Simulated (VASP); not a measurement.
# Sr (Im-3m) in VASP: notebook

The runs below take Sr through electric field gradients, with LDA, r2SCAN.

Program: VASP 6.6.1. These are calculated values, not measurements. Logs are shortened: lines on timing, memory, paths and dates and some standing lists are left out, and cuts for length are marked.

### 1 The cell of the first run

Symmetry: Im-3m, No. 229, cubic system. Conventional cell: a = 4.850 Å, b = 4.850 Å, c = 4.850 Å, α = 90.00°, β = 90.00°, γ = 90.00°. Within 5.5 Å of Sr (site symmetry m-3m) lie 14 Sr at 4.20 to 4.85 Å.

This isn't the form of Sr at room conditions, which is fcc.

### 2 Electric field gradients, LDA

Input file INCAR:

```
PREC = Accurate ; ENCUT = 520
EDIFF = 1E-8 ; ISMEAR = -1
SIGMA = 0.05 ; LREAL = False
LASPH = True ; NELM = 60
ALGO = Normal ; ISIF = 2
LWAVE = False ; LCHARG = False
GGA = CA ; LEFG = True
NBANDS = 11
```

Input file KPOINTS:

```
regular mesh
0
Gamma
  12 12 12
```

Input file POSCAR:

```
Sr
1.0
   -2.4250000000      2.4250000000      2.4250000000
    2.4250000000     -2.4250000000      2.4250000000
    2.4250000000      2.4250000000     -2.4250000000
Sr
1
Direct
    0.0000000000      0.0000000000      0.0000000000
```

Potentials or basis: VASP PAW LDA potentials, release 64 (Sr_sv).

Started as:

```sh
$ cat potpaw_LDA.64/Sr_sv/POTCAR > POTCAR
$ mpirun -np 1 vasp_std > vasp.out
```

OUTCAR:

```text
PREC = Accurate
   ENCUT = 520
   EDIFF = 1E-8
   ISMEAR = -1
   LREAL = False
   LASPH = True
   NELM = 60
   ISIF = 2
   GGA = CA

 ion  position               nearest neighbor table
   1  0.000  0.000  0.000-

  LATTYP: Found a body centered cubic cell.
 ALAT       =     4.8500000000

  Lattice vectors:

 A1 = (  -2.4250000000,   2.4250000000,   2.4250000000)
 A2 = (   2.4250000000,  -2.4250000000,   2.4250000000)
 A3 = (   2.4250000000,   2.4250000000,  -2.4250000000)

Analysis of symmetry for initial positions (statically):
=====================================================================
 Subroutine PRICEL returns:
 Original cell was already a primitive cell.

 Routine SETGRP: Setting up the symmetry group for a
 body centered cubic supercell.

 Subroutine GETGRP returns: Found 48 space group operations
 (whereof 48 operations were pure point group operations)
 out of a pool of 48 trial point group operations.

The static configuration has the point symmetry O_h .

Analysis of symmetry for dynamics (positions and initial velocities):
=====================================================================
 Subroutine PRICEL returns:
 Original cell was already a primitive cell.

 Routine SETGRP: Setting up the symmetry group for a
 body centered cubic supercell.

 Subroutine GETGRP returns: Found 48 space group operations
 (whereof 48 operations were pure point group operations)
 out of a pool of 48 trial point group operations.

The dynamic configuration has the point symmetry O_h .

 Subroutine INISYM returns: Found 48 space group operations
 (whereof 48 operations are pure point group operations),
 and found     1 'primitive' translations

----------------------------------------------------------------------------------------

                                     Primitive cell

  volume of cell :      57.0421

  direct lattice vectors                    reciprocal lattice vectors
    -2.425000000  2.425000000  2.425000000     0.000000000  0.206185567  0.206185567
     2.425000000 -2.425000000  2.425000000     0.206185567  0.000000000  0.206185567
     2.425000000  2.425000000 -2.425000000     0.206185567  0.206185567  0.000000000

  length of vectors
     4.200223208  4.200223208  4.200223208     0.291590425  0.291590425  0.291590425

  position of ions in fractional coordinates (direct lattice)
     0.000000000  0.000000000  0.000000000

  ion indices of the primitive-cell ions
   primitive index   ion index
                 1           1

----------------------------------------------------------------------------------------

 KPOINTS: regular mesh

Automatic generation of k-mesh.
 Grid dimensions read from file:
 generate k-points for:   12   12   12

 Generating k-lattice:

  Cartesian coordinates                     Fractional coordinates (reciprocal lattice)
     0.000000000  0.017182131  0.017182131     0.083333333  0.000000000  0.000000000
     0.017182131  0.000000000  0.017182131     0.000000000  0.083333333  0.000000000
     0.017182131  0.017182131  0.000000000     0.000000000  0.000000000  0.083333333

  Length of vectors
     0.024299202  0.024299202  0.024299202

  Shift w.r.t. Gamma in fractional coordinates (k-lattice)
     0.000000000  0.000000000  0.000000000

 Subroutine IBZKPT returns following result:
 ===========================================

 Found     72 irreducible k-points:

 Following reciprocal coordinates:
            Coordinates               Weight
  0.000000  0.000000  0.000000      1.000000
  0.083333  0.000000  0.000000     12.000000
  0.166667  0.000000  0.000000     12.000000
  0.250000  0.000000  0.000000     12.000000
  0.333333  0.000000  0.000000     12.000000
  0.416667  0.000000  0.000000     12.000000
[... 16 lines left out ...]
  0.333333  0.083333  0.083333     24.000000
  0.416667  0.083333  0.083333     12.000000
 [... further k-points ...]
   k-points           NKPTS =     72   k-points in BZ     NKDIM =     72   number of bands    NBANDS=     11
   number of dos      NEDOS =    301   number of ions     NIONS =      1
   total plane-waves  NPLWV =  32768
   dimension x,y,z NGX =    32 NGY =   32 NGZ =   32
   dimension x,y,z NGXF=    64 NGYF=   64 NGZF=   64
   ions per type =               1
   NGX,Y,Z   is equivalent  to a cutoff of  12.67, 12.67, 12.67 a.u.
   NGXF,Y,Z  is equivalent  to a cutoff of  25.33, 25.33, 25.33 a.u.
 SYSTEM =  unknown system
   PREC   = accura    normal or accurate (medium, high low for compatibility)
   ISTART =      0    job   : 0-new  1-cont  2-samecut
   ICHARG =      2    charge: 1-file 2-atom 10-const
   ISPIN  =      1    spin polarized calculation?
   LNONCOLLINEAR =      F non collinear calculations
   LSORBIT =      F    spin-orbit coupling
   LASPH  =      T    aspherical Exc in radial PAW
   ENCUT  =  520.0 eV  38.22 Ry    6.18 a.u.   7.81  7.81  7.81*2*pi/ulx,y,z
   NELM   =     60;   NELMIN=  2; NELMDL= -5     # of ELM steps
   EDIFF  = 0.1E-07   stopping-criterion for ELM
   LREAL  =      F    real-space projection
   EDIFFG = 0.1E-06   stopping-criterion for IOM
   NSW    =      0    number of steps for IOM
   IBRION =     -1    ionic relax: 0-MD 1-quasi-New 2-CG
   NFREE  =      0    steps in history (QN), initial steepest desc. (CG)
   ISIF   =      2    stress and relaxation
   ISYM   =      2    0-nonsym 1-usesym 2-fastsym
   POTIM  = 0.5000    time-step for ionic-motion
   TEBEG  =    0.0;   TEEND  =   0.0 temperature during run
   PSTRESS=    0.0 pullay stress
   NELECT =      10.0000    total number of electrons
   NUPDOWN=      -1.0000    fix difference up-down
   EMIN   =  10.00;   EMAX   =-10.00  energy-range for DOS
   EFERMI =   0.00;   METHOD = LEGACY
   ISMEAR =    -1;   SIGMA  =   0.05  broadening in eV -4-tet -1-fermi 0-gaus
   EFERMI_NEDOS =   21; number of points for ismear=-14 and -15
   IALGO  =     38    algorithm
   IMIX   =      4    mixing-type and parameters
     AMIX     =   0.40;   BMIX     =  1.00
     AMIX_MAG =   1.60;   BMIX_MAG =  1.00
  volume/ion in A,a.u.               =      57.04       384.94
  Fermi-wavevector in a.u.,A,eV,Ry     =   0.916241  1.731445 11.422060  0.839498
  Thomas-Fermi vector in A             =   2.041074
   LORBIT       =      0    0 simple, 1 ext, 2 COOP (PROOUT), +10 PAW based schemes
   GGA     = CA    functional components
   LHFCALC =     F    Hartree Fock is set to
   AEXX    =    0.0000 exact exchange contribution
   IVDW    =     0    specifies the selected vdW correction
   LEPSILON=     F    determine dielectric tensor
   LRPA    =     F    only Hartree local field effects (RPA)
 non-spin polarized calculation
  energy-cutoff  :      520.00
  volume of cell :       57.04
 maximum number of plane-waves:      1566
   NGX = 15   NGY = 15   NGZ = 15

 number of electron      10.0000000 magnetization

 Free energy of the ion-electron system (eV)
  ---------------------------------------------------
  ext. energy  EPLUGINS =         0.00000000
  ---------------------------------------------------
  free energy    TOTEN  =        -1.84206359 eV

  energy without entropy =       -1.83141864  energy(sigma->0) =       -1.83674111

 E-fermi :   1.3202     XC(G=0):  -7.4423

 val. band max:        1.3085976380   @ k =   0.5000   0.5000   0.3333
 cond. band min:       1.3268840015   @ k =  -0.4167  -0.4167   0.1667
 fundamental gap:      0.0182863635
 Fermi energy:         1.3202353574

 k-point     1 :       0.0000    0.0000    0.0000
  band No.  band energies     occupation
      1     -35.2304      2.00000
      2     -17.2175      2.00000
      3     -17.2175      2.00000
      4     -17.2175      2.00000
      5      -2.3001      2.00000
      6       3.5121      0.00000
      7       3.5121      0.00000
      8       3.5121      0.00000
      9       4.8153      0.00000
     10       4.8153      0.00000
     11       9.3074      0.00000

 k-point     2 :       0.0833    0.0000    0.0000
  band No.  band energies     occupation
      1     -35.2295      2.00000
      2     -17.2298      2.00000
      3     -17.2216      2.00000
      4     -17.2175      2.00000
      5      -2.1850      2.00000
      6       3.4149      0.00000
      7       3.4464      0.00000
      8       3.6222      0.00000
      9       4.6735      0.00000
     10       4.8112      0.00000
     11       9.4194      0.00000

 k-point     3 :       0.1667    0.0000    0.0000
  band No.  band energies     occupation
      1     -35.2271      2.00000
      2     -17.2632      2.00000
      3     -17.2327      2.00000
      4     -17.2174      2.00000
      5      -1.8502      2.00000
      6       3.1620      0.00000
      7       3.1753      0.00000
      8       3.9479      0.00000
      9       4.5217      0.00000
     10       4.8187      0.00000
     11       9.5083      0.00000

 k-point     4 :       0.2500    0.0000    0.0000
  band No.  band energies     occupation
      1     -35.2238      2.00000
      2     -17.3082      2.00000
      3     -17.2478      2.00000
      4     -17.2174      2.00000
      5      -1.3292      2.00000
      6       2.6780      0.00000
      7       2.8934      0.00000
      8       4.4743      0.00000
      9       4.5681      0.00000
     10       4.8760      0.00000
     11       8.8447      0.00000

 k-point     5 :       0.3333    0.0000    0.0000
  band No.  band energies     occupation
      1     -35.2205      2.00000
      2     -17.3525      2.00000
      3     -17.2628      2.00000
      4     -17.2173      2.00000
      5      -0.6866      2.00000
      6       2.1778      0.00000
      7       2.6484      0.00000
      8       4.6647      0.00000
      9       5.0032      0.00000
     10       5.1694      0.00000
     11       7.7369      0.00000
[... 211 lines left out ...]
 k-point    21 :       0.1667    0.0833    0.0833
  band No.  band energies     occupation
      1     -35.2228      2.00000
      2     -17.3220      2.00000
      3     -17.2428      2.00000
      4     -17.2273      2.00000
      5      -1.1240      2.00000
      6       2.5492      0.00000
      7       2.6640      0.00000
      8       4.7066      0.00000
      9       4.7731      0.00000
     10       4.9048      0.00000
     11       8.5879      0.00000

 k-point    22 :       0.2500    0.0833    0.0833
  band No.  band energies     occupation
      1     -35.2199      2.00000
      2     -17.3542      2.00000
      3     -17.2626      2.00000
      4     -17.2281      2.00000
      5      -0.4847      2.00000
      6       2.1213      0.00000
      7       2.4380      0.00000
      8       4.7879      0.00000
      9       5.0695      0.00000
     10       5.3835      0.00000
     11       7.3607      0.00000

 k-point    23 :       0.3333    0.0833    0.0833
  band No.  band energies     occupation
      1     -35.2177      2.00000
      2     -17.3760      2.00000
      3     -17.2786      2.00000
      4     -17.2286      2.00000
      5       0.1655      2.00000
      6       1.7376      0.00047
      7       2.2971      0.00000
      8       4.7629      0.00000
      9       5.2110      0.00000
     10       5.9418      0.00000
     11       6.6679      0.00000

 k-point    24 :       0.4167    0.0833    0.0833
  band No.  band energies     occupation
      1     -35.2170      2.00000
      2     -17.3838      2.00000
      3     -17.2846      2.00000
      4     -17.2289      2.00000
      5       0.5161      2.00000
      6       1.5203      0.03594
      7       2.2493      0.00000
      8       4.6807      0.00000
      9       5.2746      0.00000
     10       6.1178      0.00000
     11       6.6014      0.00000

 [... further k-points ...]

------------------------ aborting loop because EDIFF is reached ----------------------------------------

  FORCE on cell =-STRESS in cart. coord.  units (eV):
  Direction    XX          YY          ZZ          XY          YZ          ZX
  --------------------------------------------------------------------------------------
  -------------------------------------------------------------------------------------
  Total       -0.6561744     -0.6561744     -0.6561744     -0.0000000      0.0000000     -0.0000000
  in kB      -18.4303965    -18.4303965    -18.4303965     -0.0000000      0.0000000     -0.0000000
  external PRESSURE =     -18.4303965 kB  Pullay stress =       0.0000000 kB

 VOLUME and BASIS-vectors are now :
 -----------------------------------------------------------------------------
  energy-cutoff  :      520.00
  volume of cell :       57.04
      direct lattice vectors                 reciprocal lattice vectors
    -2.425000000  2.425000000  2.425000000     0.000000000  0.206185567  0.206185567
     2.425000000 -2.425000000  2.425000000     0.206185567  0.000000000  0.206185567
     2.425000000  2.425000000 -2.425000000     0.206185567  0.206185567  0.000000000

 POSITION                                       TOTAL-FORCE (eV/Angst)
 -----------------------------------------------------------------------------------
      0.00000      0.00000      0.00000         0.000000     -0.000000     -0.000000
 -----------------------------------------------------------------------------------
    total drift:                               -0.000000      0.000000     -0.000000

  FREE ENERGIE OF THE ION-ELECTRON SYSTEM (eV)
  ---------------------------------------------------
  free  energy   TOTEN  =        -1.8420635895 eV

  energy  without entropy=       -1.8314186405  energy(sigma->0) =       -1.83674111

 Electric field gradients (V/A^2)
---------------------------------------------------------------------
 ion       V_xx      V_yy      V_zz      V_xy      V_xz      V_yz
---------------------------------------------------------------------
   1      -0.000     0.000     0.000    -0.000    -0.000    -0.000
---------------------------------------------------------------------

 Electric field gradients after diagonalization (V/A^2)
 (convention: |V_zz| > |V_xx| > |V_yy|)
----------------------------------------------------------------------
 ion       V_xx      V_yy      V_zz     asymmetry (V_yy - V_xx)/ V_zz
----------------------------------------------------------------------
   1       0.000     0.000    -0.000       0.000
----------------------------------------------------------------------

           NMR quadrupolar parameters

 Cq : quadrupolar parameter    Cq=e*Q*V_zz/h
 eta: asymmetry parameters     (V_yy - V_xx)/ V_zz
 Q  : nuclear electric quadrupole moment in mb (millibarn)
----------------------------------------------------------------------
 ion       Cq(MHz)       eta       Q (mb)
----------------------------------------------------------------------
   1      -0.000       0.000       1.000
----------------------------------------------------------------------
```

Run time: 24 s. Hardware: 1 thread of Intel Xeon Platinum 8488C (Sapphire Rapids), shared host; peak memory 0.18 GiB.

Results:

- Free energy: -1.8421 eV
- Pressure: -1.8 GPa
- Band gap on the k mesh: zero (bands 5 and 6 overlap by 0.44 eV)
- Largest electric field gradient by atom: under 0.05 V/Å² on every atom

Levels at points of the mesh, in eV from the Fermi level:
| k point | band 1 | band 2 | band 3 | band 4 | band 5 | band 6 | band 7 | band 8 | band 9 | band 10 |
| --- | --- | --- | --- | --- | --- | --- | --- | --- | --- | --- |
| (0.00, 0.00, 0.00) | -36.55 | -18.54 | -18.54 | -18.54 | -3.62 | 2.19 | 2.19 | 2.19 | 3.50 | 3.50 |
| (0.50, 0.00, 0.00) | -36.54 | -18.72 | -18.60 | -18.54 | -1.04 | 0.22 | 1.11 | 3.27 | 3.94 | 5.09 |
| (0.50, 0.50, 0.50) | -36.53 | -18.67 | -18.67 | -18.67 | -0.13 | -0.13 | 3.46 | 3.46 | 3.46 | 4.72 |

(Part 1 of 2 ends here.)
